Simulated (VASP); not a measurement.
A run of VASP 6.6.1 is set up as follows.

The input INCAR:

```
SYSTEM = SiO2
PREC = Accurate ; ENCUT = 520
EDIFF = 1E-6 ; ISMEAR = 0
SIGMA = 0.05 ; LREAL = .FALSE.
LASPH = .TRUE. ; NELM = 60
ALGO = Normal ; ISIF = 2
LWAVE = .FALSE. ; LCHARG = .FALSE.
GGA = CA ; NBANDS = 25
```

The input KPOINTS:

```
regular mesh
0
G
  6 6 8
  0 0 0
```

File POSCAR:

```
SiO2
1.0
    4.1551517022      0.0000000000      0.0000000000
    0.0000000000      4.1551517022      0.0000000000
    0.0000000000      0.0000000000      2.8529000000
Si O
2 4
Direct
    0.5000000000      0.5000000000      0.5000000000
    0.0000000000      0.0000000000      0.0000000000
    0.6944252994      0.6944252994      0.0000000000
    0.1944252994      0.8055747006      0.5000000000
    0.3055747006      0.3055747006      0.0000000000
    0.8055747006      0.1944252994      0.5000000000
```

Potentials or basis: VASP PAW LDA potentials, release 64 (Si, O).

Launch:

```bash
$ cat potpaw_LDA.64/Si/POTCAR potpaw_LDA.64/O/POTCAR > POTCAR
$ mpirun -np 1 vasp_std > vasp.out
```

Question: Predict the band gap on the k mesh.

Answer: 4.33 eV.

Question: What does it give for the largest force?

Answer: 0.125 eV/Å.

Forces on the atoms (eV/Å):
```
Si   0.000  0.000  0.000
Si   0.000  0.000  0.000
O    0.088  0.088  0.000
O    0.088 -0.088  0.000
O   -0.088 -0.088  0.000
O   -0.088  0.088  0.000
```

Caveat: the cell stands under tension. A k mesh can miss the band edges.
